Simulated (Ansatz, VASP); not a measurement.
NaH in VASP and in Ansatz

```xyz
2
Lattice="2.9847 0.0000 0.0000 0.0000 2.9256 0.0000 0.0000 0.0000 2.9551" Properties=species:S:1:pos:R:3 pbc="T T T"
Na    0.0000    0.0000    0.0000
H     1.4923    1.4628    1.4776
```

Change from the starting cell: strain +0.0100 x Voigt [1, -1, 0, 0, 0, 0], atoms carried along.

Alike in both runs: task single point; functional PBEsol; k mesh 10 × 10 × 10; occupations gaussian, width 0.05 eV; no spin polarisation.

|  | VASP | Ansatz |
| --- | --- | --- |
| version | VASP 6.6.1 | Ansatz 0.2.0 |
| potentials or method | VASP PAW PBE potentials, release 64 (Na_pv, H), cutoff 500 eV | scalar-relativistic, plane waves, PAW |
| valence electrons in the cell | 8 | 10 |

VASP gave:

* gap on the k mesh at the Fermi level (eV): 0.71
* least direct gap on the mesh (eV): 4.28
* pressure (GPa): -0.5
* traceless stress, the component that is largest in VASP (GPa): 1.12

Question: Estimate Ansatz's values.

Answer: gap on the k mesh at the Fermi level (eV): 0.71; least direct gap on the mesh (eV): 4.29; pressure (GPa): -0.4; traceless stress, the component that is largest in VASP (GPa): 1.12.

VASP's potentials were made for PBE, not for PBEsol. VASP's potentials hold 8 valence electrons a cell and Ansatz's 10, so a difference there can come from the potentials and not from the codes.
